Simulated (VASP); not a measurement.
## Cr: single point with PBEsol

Crystal: Cr.

```
Cr
1.0
     4.12936    0.00000    0.00000
    -2.06468    3.57613    0.00000
     0.00000    0.00000    2.22463
Cr
3
Direct
  0.00000 0.00000 0.00000
  0.33333 0.66667 0.50000
  0.66667 0.33333 0.50000
```

This cell differs from its parent crystal: volume scaled by 0.96.

| Quantity | Value |
| --- | --- |
| Program | VASP 6.6.1 |
| Task | single point |
| Functional | PBEsol |
| Potentials or basis | VASP PAW PBE potentials, release 64 (Cr_pv) |
| Cutoff | 500 eV |
| k mesh | 10 × 10 × 16 |
| Occupations | fermi-dirac, width 0.05 eV |
| Spin | collinear spin, ferromagnetic start |
| Starting moments | [1.5, 1.5, 1.5] μB |

```json
{"Pressure": "11.2 GPa", "Band gap on the k mesh": "zero (filled and empty bands overlap)", "Net moment": "0.00 μB per cell", "Valence electrons inside the program's atomic spheres": "Cr 11.18, 11.25"}
```

Stress tensor (GPa, compression positive):
```
10.43  0.00  0.00
 0.00 10.43  0.00
 0.00  0.00 12.66
```

Levels at points of the mesh, in eV from the Fermi level:
Spin up:
```csv
k point,band 15,band 16,band 17,band 18,band 19,band 20,band 21,band 22
"(0.00, 0.00, 0.00)",-2.25,-2.25,-2.02,-0.39,-0.39,1.46,1.46,1.52
"(0.50, 0.00, 0.00)",-2.22,-1.98,-1.84,0.56,0.83,1.50,1.61,1.68
"(0.00, 0.00, 0.50)",-1.66,-1.06,-1.06,0.10,0.10,1.71,1.71,2.17
"(0.50, 0.00, 0.50)",-1.56,-1.47,-0.18,-0.13,0.96,1.11,1.68,1.74
```
Spin down:
| k point | band 15 | band 16 | band 17 | band 18 | band 19 | band 20 | band 21 | band 22 |
| --- | --- | --- | --- | --- | --- | --- | --- | --- |
| (0.00, 0.00, 0.00) | -2.25 | -2.25 | -2.02 | -0.39 | -0.39 | 1.46 | 1.46 | 1.52 |
| (0.50, 0.00, 0.00) | -2.22 | -1.98 | -1.84 | 0.56 | 0.83 | 1.50 | 1.61 | 1.68 |
| (0.00, 0.00, 0.50) | -1.66 | -1.06 | -1.06 | 0.10 | 0.10 | 1.71 | 1.71 | 2.17 |
| (0.50, 0.00, 0.50) | -1.56 | -1.47 | -0.18 | -0.13 | 0.96 | 1.11 | 1.68 | 1.74 |

It took 3.6 min on 1 thread of Intel Xeon 6455B, with other jobs on the host, peak memory 0.26 GiB.

Caveat: the starting moments collapsed, and a magnetic state may lie lower; the PAW data sets were made with another functional, which shifts forces and pressure a little.
